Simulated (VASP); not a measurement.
# GeSb2 (P6/mmm) in VASP: notebook, part 2 of 2

VASP 6.6.1. Earlier steps stand in the parts before.

## (5) Relaxation of cell and atoms, PBE

This run uses another cell than the first one, of 25.92 Å³/atom.

Contents of INCAR:

```
PREC     = Accurate       # precision mode
ENCUT    = 600            # plane-wave cutoff, eV
EDIFF    = 1E-6           # SCF threshold, eV
ISMEAR   = 0              # smearing method
SIGMA    = 0.1            # smearing width, eV
LREAL    = False          # projectors in reciprocal space
LASPH    = True           # aspherical terms in the spheres
NELM     = 80             # most SCF steps
ALGO     = Fast           # electronic algorithm
ISIF     = 3              # what is computed and relaxed
LWAVE    = False          # write WAVECAR
LCHARG   = False          # write CHGCAR
GGA      = PE             # functional
IBRION   = 2              # ionic algorithm
NSW      = 100            # ionic steps
EDIFFG   = -0.01          # ionic threshold
```

Contents of KPOINTS:

```
regular mesh
0
Gamma
  12 12 14
```

Contents of POSCAR:

```
GeSb2
1.0
    5.2287975108      0.0000000000      0.0000000000
   -2.6143987554      4.5282714756      0.0000000000
    0.0000000000      0.0000000000      3.2846543811
Ge Sb
1 2
Direct
    0.0000000000      0.0000000000      0.0000000000
    0.3333333333      0.6666666667      0.5000000000
    0.6666666667      0.3333333333      0.5000000000
```

Potentials or basis: VASP PAW PBE potentials, release 64 (Ge_d, Sb).

On the command line:

```console
$ cat potpaw_PBE.64/Ge_d/POTCAR potpaw_PBE.64/Sb/POTCAR > POTCAR
$ mpirun -np 1 vasp_std > vasp.out
```

OUTCAR:

```text
PREC = Accurate
   ENCUT = 600
   EDIFF = 1E-6
   ISMEAR = 0
   LREAL = False
   LASPH = True
   NELM = 80
   ISIF = 3
   GGA = PE
   IBRION = 2
   NSW = 100
   EDIFFG = -0.01

 ion  position               nearest neighbor table
   1  0.000  0.000  0.000-
   2  0.333  0.667  0.500-   3 3.02   3 3.02   3 3.02
   3  0.667  0.333  0.500-   2 3.02   2 3.02   2 3.02

  LATTYP: Found a hexagonal cell.
 ALAT       =     5.2287975108
 C/A-ratio  =     0.6281854240

  Lattice vectors:

 A1 = (   5.2287975108,   0.0000000000,   0.0000000000)
 A2 = (  -2.6143987554,   4.5282714756,   0.0000000000)
 A3 = (   0.0000000000,   0.0000000000,   3.2846543811)

Analysis of symmetry for initial positions (statically):
=====================================================================
 Subroutine PRICEL returns:
 Original cell was already a primitive cell.

 Routine SETGRP: Setting up the symmetry group for a
 hexagonal supercell.

 Subroutine GETGRP returns: Found 24 space group operations
 (whereof 24 operations were pure point group operations)
 out of a pool of 24 trial point group operations.

The static configuration has the point symmetry D_6h.

[... 270 lines left out ...]
  free  energy   TOTEN  =       -11.7703912236 eV

  energy  without entropy=      -11.7624813585  energy(sigma->0) =      -11.76643629

[... ionic steps 4 to 10 ...]

--------------------------------------- Ionic step       11  -------------------------------------------

 number of electron      23.9999993 magnetization

------------------------ aborting loop because EDIFF is reached ----------------------------------------
[... 69 lines left out ...]
--------------------------------------- Ionic step       13  -------------------------------------------

 number of electron      23.9999992 magnetization

 Free energy of the ion-electron system (eV)
  ---------------------------------------------------
  ext. energy  EPLUGINS =         0.00000000
  ---------------------------------------------------
  free energy    TOTEN  =       -11.83869692 eV

  energy without entropy =      -11.83106430  energy(sigma->0) =      -11.83488061

 E-fermi :   7.4024     XC(G=0): -10.2057

 val. band max:        7.4018625413   @ k =   0.5000   0.0000   0.2857
 cond. band min:       7.4123548892   @ k =   0.1667   0.0000   0.4286
 fundamental gap:      0.0104923479
 Fermi energy:         7.4023509175

 k-point     1 :       0.0000    0.0000    0.0000
  band No.  band energies     occupation
      1     -17.5994      2.00000
      2     -17.5994      2.00000
      3     -17.5914      2.00000
      4     -17.5548      2.00000
      5     -17.5548      2.00000
      6      -5.2922      2.00000
[... 433 lines left out ...]
      3     -17.5880      2.00000
      4     -17.5560      2.00000
      5     -17.5559      2.00000
      6      -4.5077      2.00000
[... 8 lines left out ...]
     15      10.7716      0.00000
     16      12.0882      0.00000

 [... further k-points ...]

------------------------ aborting loop because EDIFF is reached ----------------------------------------

  FORCE on cell =-STRESS in cart. coord.  units (eV):
  Direction    XX          YY          ZZ          XY          YZ          ZX
  --------------------------------------------------------------------------------------
  -------------------------------------------------------------------------------------
  Total       -0.0188010     -0.0188010     -0.0046325     -0.0000000      0.0000000      0.0000000
  in kB       -0.3889446     -0.3889446     -0.0958349     -0.0000000      0.0000000      0.0000000
  external PRESSURE =      -0.2912414 kB  Pullay stress =       0.0000000 kB
[... 18 lines left out ...]
  FREE ENERGIE OF THE ION-ELECTRON SYSTEM (eV)
  ---------------------------------------------------
  free  energy   TOTEN  =       -11.8386969241 eV

  energy  without entropy=      -11.8310643026  energy(sigma->0) =      -11.83488061

 reached required accuracy - stopping structural energy minimisation
```

OSZICAR:

```text
N       E                     dE             d eps       ncg     rms          rms(c)
DAV:   1     0.151651187075E+03    0.15165E+03   -0.12143E+04  5104   0.258E+03
DAV:   2     0.488401204642E+01   -0.14677E+03   -0.14525E+03  5624   0.533E+02
DAV:   3    -0.112687559028E+02   -0.16153E+02   -0.15906E+02  6288   0.116E+02
DAV:   4    -0.117427129283E+02   -0.47396E+00   -0.47290E+00  5720   0.210E+01
[... 120 lines left out ...]
RMM:   2    -0.118390255422E+02    0.77448E-03   -0.10349E-03  5745   0.427E-01    0.110E-01
RMM:   3    -0.118386948579E+02    0.33068E-03   -0.55227E-04  5752   0.295E-01    0.138E-02
RMM:   4    -0.118386940800E+02    0.77788E-06   -0.78692E-05  5802   0.109E-01    0.816E-03
RMM:   5    -0.118386964398E+02   -0.23598E-05   -0.21821E-05  5555   0.447E-02    0.590E-03
RMM:   6    -0.118386969241E+02   -0.48427E-06   -0.28343E-06  3609   0.172E-02
  13 F= -.11838697E+02 E0= -.11834881E+02  d E =-.440697E-03
```

CONTCAR:

```text
GeSb2
   1.00000000000000
     5.3914265852340870   -0.0000000000000000   -0.0000000000000000
    -2.6957132926170435    4.6691123854540937   -0.0000000000000000
    -0.0000000000000000   -0.0000000000000000    3.0765629892646569
  Ge              Sb
     1     2
Direct
     0.0000000000000000    0.0000000000000000    0.0000000000000000
     0.3333333332999970    0.6666666667000030    0.5000000000000000
     0.6666666667000030    0.3333333332999970    0.5000000000000000

  0.00000000E+00  0.00000000E+00  0.00000000E+00
  0.00000000E+00  0.00000000E+00  0.00000000E+00
  0.00000000E+00  0.00000000E+00  0.00000000E+00
```

Wall time 28 min (1 thread of Oxide Virtual Turin-like, shared host); peak memory 0.39 GiB.

What came out:

| Property | Result |
| --- | --- |
| Free energy | -11.8387 eV |
| Relaxed volume | 25.82 Å³/atom |
| Relaxed cell | a = 5.391 Å, b = 5.391 Å, c = 3.077 Å, α = 90.00°, β = 90.00°, γ = 120.00° |
| Space group after relaxing (to 0.1 Å) | P6/mmm (No. 191) |
| Energy gained by relaxing | 32.8 meV/atom |
| Ionic steps | 13 |
| Pressure after relaxing | 0.0 GPa |
| Band gap on the k mesh | zero (bands 12 and 13 overlap by 4.66 eV) |

The path:
```csv
step,energy change (eV),largest force (eV/Å),pressure (GPa),volume (Å³)
1,0.0000,0.0000,-0.30,77.77
2,-0.0459,0.0000,-0.15,77.19
3,-0.0302,0.0000,2.28,75.06
4,-0.0863,0.0000,0.58,76.52
5,-0.0878,0.0000,1.29,75.82
6,-0.0946,0.0000,0.92,76.17
7,-0.0946,0.0000,0.96,76.13
8,-0.0954,0.0000,-0.44,78.21
9,-0.0981,0.0000,0.22,77.20
10,-0.0981,0.0000,0.11,77.27
11,-0.0981,0.0000,0.22,77.24
12,-0.0984,0.0000,-0.14,77.59
13,-0.0985,0.0000,-0.03,77.45
```

Final structure:
```cif
data_structure
_symmetry_space_group_name_H-M 'P 1'
_symmetry_Int_Tables_number 1
_cell_length_a 5.3914
_cell_length_b 5.3914
_cell_length_c 3.0766
_cell_angle_alpha 90.000
_cell_angle_beta 90.000
_cell_angle_gamma 120.000
_cell_volume 77.45
loop_
_atom_site_label
_atom_site_type_symbol
_atom_site_fract_x
_atom_site_fract_y
_atom_site_fract_z
_atom_site_occupancy
Ge1 Ge 0.00000 0.00000 0.00000 1
Sb1 Sb 0.33333 0.66667 0.50000 1
Sb2 Sb 0.66667 0.33333 0.50000 1
```

Caveat: spin-orbit coupling is left out, which moves the levels of the heavy elements.

## (6) The runs side by side

| task | cell | k mesh | cutoff (eV) | gap on the mesh (eV) | pressure (GPa) | relaxed volume (Å³/atom) |
| --- | --- | --- | --- | --- | --- | --- |
| single point | a = 5.198, b = 5.198, c = 3.250 Å, angles 90.0, 90.0, 120.0°, 3 atoms | 6 × 6 × 4 | 520 | none | 0.0 | - |
| relaxation of cell and atoms | relaxed from a = 4.192, b = 4.192, c = 4.526 Å, angles 90.0, 90.0, 120.0°, 3 atoms | 6 × 6 × 4 | 600 | none | -0.1 | 25.36 |
| single point | a = 5.392, b = 5.392, c = 3.078 Å, angles 90.0, 90.0, 120.0°, 3 atoms | 12 × 12 × 14 | 520 | none | 0.0 | - |
| relaxation of cell and atoms | relaxed from a = 5.229, b = 5.229, c = 3.285 Å, angles 90.0, 90.0, 120.0°, 3 atoms | 12 × 12 × 14 | 600 | none | 0.0 | 25.82 |

Alike in all rows: level PBE; potentials or basis VASP PAW PBE potentials, release 64 (Ge_d, Sb); no spin polarisation; smearing gaussian 0.1 eV.

Caveats: some runs use coarse meshes; spin-orbit coupling is left out, which moves the levels of the heavy elements; a cell axis changed by over 15 % at a fixed basis, so the end point is rough (at least some runs).

Total energies depend on the potentials used, so only differences within one code and one set of settings carry meaning.

The gap in the log of VASP goes by the Fermi energy; the results here count the filled bands.